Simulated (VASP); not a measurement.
Write the native input for VASP 6.6.1 that does the following.

```
Task                   : relaxation of shape and atoms at fixed volume
Functional             : PBE
Potentials or basis    : VASP PAW PBE potentials, release 64 (Ti_sv, O)
Cutoff                 : 600 eV
k mesh                 : 6 × 6 × 10
Occupations            : gaussian, width 0.02 eV
Spin                   : no spin polarisation
Dipole correction      : no
Further INCAR settings : ALGO = Normal; EDIFF = 1e-06; IBRION = 2; EDIFFG = -0.01; NSW = 50; ISIF = 4
```

The structure of TiO2 lies in POSCAR:

```
TiO2
1.0
    4.4806028008      0.0000000000      0.0000000000
    0.0000000000      4.4806028008      0.0000000000
    0.0000000000      0.0000000000      2.8965313039
Ti O
2 4
Direct
    0.0000000000      0.0000000000      0.0000000000
    0.5000000000      0.5000000000      0.5000000000
    0.3030353097      0.3030353097      0.0000000000
    0.1969646903      0.8030353097      0.5000000000
    0.6969646903      0.6969646903      0.0000000000
    0.8030353097      0.1969646903      0.5000000000
```

This cell differs from its parent crystal: volume scaled by 0.91.

One way to write it, as run:

INCAR

```
SYSTEM = TiO2
PREC = Accurate
ENCUT = 600
EDIFF = 1E-6
ISMEAR = 0
SIGMA = 0.02
LREAL = .False.
LASPH = .True.
NELM = 60
ALGO = Normal
ISIF = 4
LWAVE = .False.
LCHARG = .False.
GGA = PE
IBRION = 2
NSW = 50
EDIFFG = -0.01
```

KPOINTS

```
Automatic mesh
0
Gamma
  6 6 10
  0 0 0
```

Potentials or basis: VASP PAW PBE potentials, release 64 (Ti_sv, O).

Run with:

```bash
$ cat potpaw_PBE.64/Ti_sv/POTCAR potpaw_PBE.64/O/POTCAR > POTCAR
$ mpirun -np 1 vasp_std > vasp.out
```

It gave:

```yaml
Energy_gained_by_relaxing: 0.6 meV/atom
Ionic_steps: 4
Pressure_after_relaxing: 24.8 GPa
Largest_force_after_relaxing: 0.004 eV/Å
Band_gap_on_the_k_mesh: 1.93 eV, direct
```

Run time: 88 s on 1 thread of Intel(R) Xeon(R) 6975P-C (Granite Rapids), with other jobs on the host, peak memory 0.24 GiB.
